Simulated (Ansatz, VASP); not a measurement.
Ba5Y3 in VASP and in Ansatz

File INCAR:

```
SYSTEM = Ba5Y3
PREC = Accurate ; ENCUT = 600
EDIFF = 1E-6 ; ISMEAR = 0
SIGMA = 0.1 ; LREAL = .FALSE.
LASPH = .TRUE. ; NELM = 60
ALGO = Fast ; ISIF = 3
LWAVE = .FALSE. ; LCHARG = .FALSE.
GGA = PE ; IBRION = 2
NSW = 90 ; EDIFFG = -0.04
```

KPOINTS

```
Automatic mesh
0
G
  3 3 4
  0 0 0
```

Contents of POSCAR:

```
Ba5Y3
1.0
    6.4908283600      0.0000000000      0.0000000000
   -3.2454141800      5.6212222500      0.0000000000
    0.0000000000      0.0000000000      7.3109497100
Ba Y
5 3
Direct
    0.5000000000      0.0000000000      0.0000000000
    0.0000000000      0.5000000000      0.0000000000
    0.5000000000      0.5000000000      0.0000000000
    0.0000000000      0.0000000000      0.0000000000
    0.0000000000      0.0000000000      0.5000000000
    0.5000000000      0.0000000000      0.5000000000
    0.0000000000      0.5000000000      0.5000000000
    0.5000000000      0.5000000000      0.5000000000
```

Input for Ansatz:

```yaml
crystal:
  lattice:
    - [6.49082836, 0.0, 0.0]
    - [-3.24541418, 5.62122225, 0.0]
    - [0.0, 0.0, 7.31094971]
  atoms:
    - { symbol: Ba, position: [0.5, 0.0, 0.0] }
    - { symbol: Ba, position: [0.0, 0.5, 0.0] }
    - { symbol: Ba, position: [0.5, 0.5, 0.0] }
    - { symbol: Ba, position: [0.0, 0.0, 0.0] }
    - { symbol: Ba, position: [0.0, 0.0, 0.5] }
    - { symbol: "Y", position: [0.5, 0.0, 0.5] }
    - { symbol: "Y", position: [0.0, 0.5, 0.5] }
    - { symbol: "Y", position: [0.5, 0.5, 0.5] }
basis:
  ecutwfc: 420
kpoints:
  mp_grid: { grid: [3, 3, 4] }
hamiltonian:
  xc: pbe
scf:
  occupations: { method: gaussian, width: 0.1 }
  lower_state_search: "off"
output:
  forces: true
  stress: true
  eigenvalues: true
relax:
  adjacent_minimum: "off"
  f_tol: 0.04
  max_steps: 70
  cell: { stress_tol: 0.4 }
```

Alike in both runs: task relaxation of cell and atoms; functional PBE; k mesh 3 × 3 × 4; occupations gaussian, width 0.1 eV; no spin polarisation.

```csv
,VASP,Ansatz
version,VASP 6.6.1,Ansatz 0.2.0
potentials or method,"VASP PAW PBE potentials, release 64 (Ba_sv, Y_sv), cutoff 600 eV","scalar-relativistic, plane waves, PAW"
valence electrons in the cell,83,83
```

VASP gave:

- gap on the k mesh at the Fermi level, each at its own relaxed structure (eV): none
- relaxed volume (Å³/atom): 45.77
- relaxed length of the cell vector where the two differ most in proportion (Å): 7.617

**Question.** Which values does Ansatz return?

**Answer.** gap on the k mesh at the Fermi level, each at its own relaxed structure (eV): none; relaxed volume (Å³/atom): 44.60; relaxed length of the cell vector where the two differ most in proportion (Å): 7.537.

A gap of «none» marks a metal or a gap that the smearing closes.

The k mesh is coarse, so the values compare programs but aren't converged. Spin-orbit coupling is off throughout. Noted on VASP's run: the volume moved by over 15 % at a fixed basis, so the end points are rough.
